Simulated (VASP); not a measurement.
# BAs (F-43m) in VASP: notebook, part 2 of 3

VASP 6.6.1.

### 3 Single point, PBE (volume scaled by 0.960)

File INCAR:

```
PREC = Accurate
ENCUT = 520
EDIFF = 1E-6
ISMEAR = 0
SIGMA = 0.05
LREAL = F
LASPH = T
NELM = 100
ALGO = Normal
ISIF = 2
LWAVE = F
LCHARG = T
GGA = PE
LELF = T
LVHAR = T
NBANDS = 11
```

File KPOINTS:

```
regular mesh
0
Gamma
  12 12 12
```

File POSCAR:

```
BAs
1.0
    0.0000000000      2.3712679686      2.3712679686
    2.3712679686      0.0000000000      2.3712679686
    2.3712679686      2.3712679686      0.0000000000
B As
1 1
Direct
    0.0000000000      0.0000000000      0.0000000000
    0.7500000000      0.7500000000      0.7500000000
```

Potentials or basis: VASP PAW PBE potentials, release 64 (B, As).

Launch:

```
cat potpaw_PBE.64/B/POTCAR potpaw_PBE.64/As/POTCAR > POTCAR
mpirun -np 1 vasp_std > vasp.out
```

OUTCAR:

```text
PREC = Accurate
   ENCUT = 520
   EDIFF = 1E-6
   ISMEAR = 0
   LREAL = F
   LASPH = T
   NELM = 100
   ISIF = 2
   GGA = PE

 ion  position               nearest neighbor table
   1  0.000  0.000  0.000-   2 2.05   2 2.05   2 2.05   2 2.05
   2  0.750  0.750  0.750-   1 2.05   1 2.05   1 2.05   1 2.05

  LATTYP: Found a face centered cubic cell.
 ALAT       =     4.7425359372

  Lattice vectors:

 A1 = (   0.0000000000,   2.3712679686,   2.3712679686)
 A2 = (   2.3712679686,   0.0000000000,   2.3712679686)
 A3 = (   2.3712679686,   2.3712679686,   0.0000000000)

Analysis of symmetry for initial positions (statically):
=====================================================================
 Subroutine PRICEL returns:
 Original cell was already a primitive cell.

 Routine SETGRP: Setting up the symmetry group for a
 face centered cubic supercell.

 Subroutine GETGRP returns: Found 24 space group operations
 (whereof 24 operations were pure point group operations)
 out of a pool of 48 trial point group operations.

The static configuration has the point symmetry T_d .

Analysis of symmetry for dynamics (positions and initial velocities):
=====================================================================
 Subroutine PRICEL returns:
 Original cell was already a primitive cell.

 Routine SETGRP: Setting up the symmetry group for a
 face centered cubic supercell.

 Subroutine GETGRP returns: Found 24 space group operations
 (whereof 24 operations were pure point group operations)
 out of a pool of 48 trial point group operations.

The dynamic configuration has the point symmetry T_d .

 Subroutine INISYM returns: Found 24 space group operations
 (whereof 24 operations are pure point group operations),
 and found     1 'primitive' translations

----------------------------------------------------------------------------------------

                                     Primitive cell

  volume of cell :      26.6669

  direct lattice vectors                    reciprocal lattice vectors
     0.000000000  2.371267969  2.371267969    -0.210857654  0.210857654  0.210857654
     2.371267969  0.000000000  2.371267969     0.210857654 -0.210857654  0.210857654
     2.371267969  2.371267969  0.000000000     0.210857654  0.210857654 -0.210857654

  length of vectors
     3.353479321  3.353479321  3.353479321     0.365216169  0.365216169  0.365216169

  position of ions in fractional coordinates (direct lattice)
     0.000000000  0.000000000  0.000000000
     0.750000000  0.750000000  0.750000000

  ion indices of the primitive-cell ions
   primitive index   ion index
                 1           1
                 2           2

----------------------------------------------------------------------------------------

 KPOINTS: regular mesh

Automatic generation of k-mesh.
 Grid dimensions read from file:
 generate k-points for:   12   12   12

 Generating k-lattice:

  Cartesian coordinates                     Fractional coordinates (reciprocal lattice)
    -0.017571471  0.017571471  0.017571471     0.083333333  0.000000000  0.000000000
     0.017571471 -0.017571471  0.017571471     0.000000000  0.083333333  0.000000000
     0.017571471  0.017571471 -0.017571471     0.000000000  0.000000000  0.083333333

  Length of vectors
     0.030434681  0.030434681  0.030434681

  Shift w.r.t. Gamma in fractional coordinates (k-lattice)
     0.000000000  0.000000000  0.000000000

 Subroutine IBZKPT returns following result:
 ===========================================

 Found     72 irreducible k-points:

 Following reciprocal coordinates:
            Coordinates               Weight
  0.000000  0.000000  0.000000      1.000000
  0.083333  0.000000  0.000000      8.000000
  0.166667  0.000000  0.000000      8.000000
  0.250000  0.000000  0.000000      8.000000
  0.333333  0.000000  0.000000      8.000000
  0.416667  0.000000  0.000000      8.000000
[... 16 lines left out ...]
  0.500000  0.166667  0.000000     24.000000
 -0.416667  0.166667  0.000000     24.000000
 [... further k-points ...]
   k-points           NKPTS =     72   k-points in BZ     NKDIM =     72   number of bands    NBANDS=     11
   number of dos      NEDOS =    301   number of ions     NIONS =      2
   total plane-waves  NPLWV =  21952
   dimension x,y,z NGX =    28 NGY =   28 NGZ =   28
   dimension x,y,z NGXF=    56 NGYF=   56 NGZF=   56
   ions per type =               1   1
   NGX,Y,Z   is equivalent  to a cutoff of  13.88, 13.88, 13.88 a.u.
   NGXF,Y,Z  is equivalent  to a cutoff of  27.76, 27.76, 27.76 a.u.
 SYSTEM =  unknown system
   PREC   = accura    normal or accurate (medium, high low for compatibility)
   ISTART =      0    job   : 0-new  1-cont  2-samecut
   ICHARG =      2    charge: 1-file 2-atom 10-const
   ISPIN  =      1    spin polarized calculation?
   LNONCOLLINEAR =      F non collinear calculations
   LSORBIT =      F    spin-orbit coupling
   LASPH  =      T    aspherical Exc in radial PAW
   ENCUT  =  520.0 eV  38.22 Ry    6.18 a.u.   6.24  6.24  6.24*2*pi/ulx,y,z
   NELM   =    100;   NELMIN=  2; NELMDL= -5     # of ELM steps
   EDIFF  = 0.1E-05   stopping-criterion for ELM
   LREAL  =      F    real-space projection
   EDIFFG = 0.1E-04   stopping-criterion for IOM
   NSW    =      0    number of steps for IOM
   IBRION =     -1    ionic relax: 0-MD 1-quasi-New 2-CG
   NFREE  =      0    steps in history (QN), initial steepest desc. (CG)
   ISIF   =      2    stress and relaxation
   ISYM   =      2    0-nonsym 1-usesym 2-fastsym
   POTIM  = 0.5000    time-step for ionic-motion
   TEBEG  =    0.0;   TEEND  =   0.0 temperature during run
   PSTRESS=    0.0 pullay stress
   NELECT =       8.0000    total number of electrons
   NUPDOWN=      -1.0000    fix difference up-down
   EMIN   =  10.00;   EMAX   =-10.00  energy-range for DOS
   EFERMI =   0.00;   METHOD = LEGACY
   ISMEAR =     0;   SIGMA  =   0.05  broadening in eV -4-tet -1-fermi 0-gaus
   EFERMI_NEDOS =   21; number of points for ismear=-14 and -15
   IALGO  =     38    algorithm
   IMIX   =      4    mixing-type and parameters
     AMIX     =   0.40;   BMIX     =  1.00
     AMIX_MAG =   1.60;   BMIX_MAG =  1.00
  volume/ion in A,a.u.               =      13.33        89.98
  Fermi-wavevector in a.u.,A,eV,Ry     =   1.095925  2.070998 16.341301  1.201052
  Thomas-Fermi vector in A             =   2.232258
   LORBIT       =      0    0 simple, 1 ext, 2 COOP (PROOUT), +10 PAW based schemes
   GGA     = PE    functional components
   LHFCALC =     F    Hartree Fock is set to
   AEXX    =    0.0000 exact exchange contribution
   IVDW    =     0    specifies the selected vdW correction
   LEPSILON=     F    determine dielectric tensor
   LRPA    =     F    only Hartree local field effects (RPA)
 non-spin polarized calculation
 Gauss-broadening in eV      SIGMA  =   0.05
  energy-cutoff  :      520.00
  volume of cell :       26.67
 maximum number of plane-waves:       745
 NGX is ok and might be reduce to    28
   NGX = 13   NGY = 13   NGZ = 13

 number of electron       8.0000000 magnetization

 Free energy of the ion-electron system (eV)
  ---------------------------------------------------
  ext. energy  EPLUGINS =         0.00000000
  ---------------------------------------------------
  free energy    TOTEN  =       -11.38811725 eV

  energy without entropy =      -11.38811725  energy(sigma->0) =      -11.38811725

 E-fermi :   6.5855     XC(G=0): -10.6787

 val. band max:        6.3681142530   @ k =   0.0000   0.0000   0.0000
 cond. band min:       7.5276968019   @ k =   0.4167   0.4167   0.0000
 fundamental gap:      1.1595825489
 Fermi energy:         6.5854683512

 k-point     1 :       0.0000    0.0000    0.0000
  band No.  band energies     occupation
      1      -9.2333      2.00000
      2       6.3681      2.00000
      3       6.3681      2.00000
      4       6.3681      2.00000
      5       9.6723      0.00000
      6       9.6723      0.00000
      7       9.6723      0.00000
      8      11.3331      0.00000
      9      16.0579      0.00000
     10      19.4072      0.00000
     11      19.4072      0.00000
[... 309 lines left out ...]
 k-point    24 :      -0.4167    0.1667    0.0000
  band No.  band energies     occupation
      1      -5.9782      2.00000
      2      -2.1759      2.00000
      3       2.3429      2.00000
      4       3.9739      2.00000
      5       9.6458      0.00000
      6      12.0042      0.00000
      7      12.4663      0.00000
      8      15.7084      0.00000
      9      18.0612      0.00000
     10      19.3784      0.00000
     11      21.0085      0.00000

 [... further k-points ...]
[... 5 lines left out ...]
  --------------------------------------------------------------------------------------
  -------------------------------------------------------------------------------------
  Total        1.1213679      1.1213679      1.1213679      0.0000000     -0.0000000      0.0000000
  in kB       67.3731450     67.3731450     67.3731450      0.0000000     -0.0000000      0.0000000
  external PRESSURE =      67.3731450 kB  Pullay stress =       0.0000000 kB

 VOLUME and BASIS-vectors are now :
 -----------------------------------------------------------------------------
  energy-cutoff  :      520.00
  volume of cell :       26.67
      direct lattice vectors                 reciprocal lattice vectors
     0.000000000  2.371267969  2.371267969    -0.210857654  0.210857654  0.210857654
     2.371267969  0.000000000  2.371267969     0.210857654 -0.210857654  0.210857654
     2.371267969  2.371267969  0.000000000     0.210857654  0.210857654 -0.210857654

 POSITION                                       TOTAL-FORCE (eV/Angst)
 -----------------------------------------------------------------------------------
      0.00000      0.00000      0.00000         0.000000      0.000000     -0.000000
      3.55690      3.55690      3.55690        -0.000000     -0.000000      0.000000
 -----------------------------------------------------------------------------------
    total drift:                                0.000000      0.000000      0.000000

  FREE ENERGIE OF THE ION-ELECTRON SYSTEM (eV)
  ---------------------------------------------------
  free  energy   TOTEN  =       -11.3881172517 eV

  energy  without entropy=      -11.3881172517  energy(sigma->0) =      -11.38811725
```

OSZICAR:

```text
N       E                     dE             d eps       ncg     rms          rms(c)
DAV:   1     0.119350907108E+02    0.11935E+02   -0.38610E+03  1584   0.649E+02
DAV:   2    -0.113481644604E+02   -0.23283E+02   -0.22319E+02  2026   0.104E+02
DAV:   3    -0.120686229545E+02   -0.72046E+00   -0.71869E+00  1980   0.169E+01
DAV:   4    -0.120704679833E+02   -0.18450E-02   -0.18450E-02  1775   0.958E-01
DAV:   5    -0.120704706971E+02   -0.27138E-05   -0.27138E-05  1911   0.398E-02    0.509E+00
DAV:   6    -0.114597224236E+02    0.61075E+00   -0.16468E+00  1710   0.529E+00    0.247E+00
DAV:   7    -0.113947565810E+02    0.64966E-01   -0.21125E-01  1842   0.224E+00    0.100E+00
DAV:   8    -0.113876576887E+02    0.70989E-02   -0.20782E-02  1788   0.824E-01    0.100E-01
DAV:   9    -0.113879578818E+02   -0.30019E-03   -0.75511E-04  1830   0.161E-01    0.611E-02
DAV:  10    -0.113881114723E+02   -0.15359E-03   -0.18959E-04  1698   0.842E-02    0.124E-02
DAV:  11    -0.113881172291E+02   -0.57568E-05   -0.52416E-06  1933   0.154E-02    0.110E-02
DAV:  12    -0.113881172517E+02   -0.22626E-07   -0.26351E-06  1677   0.883E-03
   1 F= -.11388117E+02 E0= -.11388117E+02  d E =-.304127E-12
```

stdout:

```text
POSCAR found type information on POSCAR B As
 POSCAR found :  2 types and       2 ions
 scaLAPACK will be used
 LDA part: xc-table for (Slater+PW92), standard interpolation
 POSCAR, INCAR and KPOINTS ok, starting setup
 FFT: planning ... GRIDC
 FFT: planning ... GRID_SOFT
 FFT: planning ... GRID
 WAVECAR not read
 entering main loop
```

Run time: 40 s. Hardware: 1 thread of Intel Xeon 6975P-C, shared host; peak memory 0.17 GiB.

Results:

```yaml
Free_energy: -11.3881 eV
Pressure: 6.7 GPa
Band_gap_on_the_k_mesh: 1.16 eV, indirect (least direct gap 3.30 eV)
```

(Continued in part 3 of 3.)
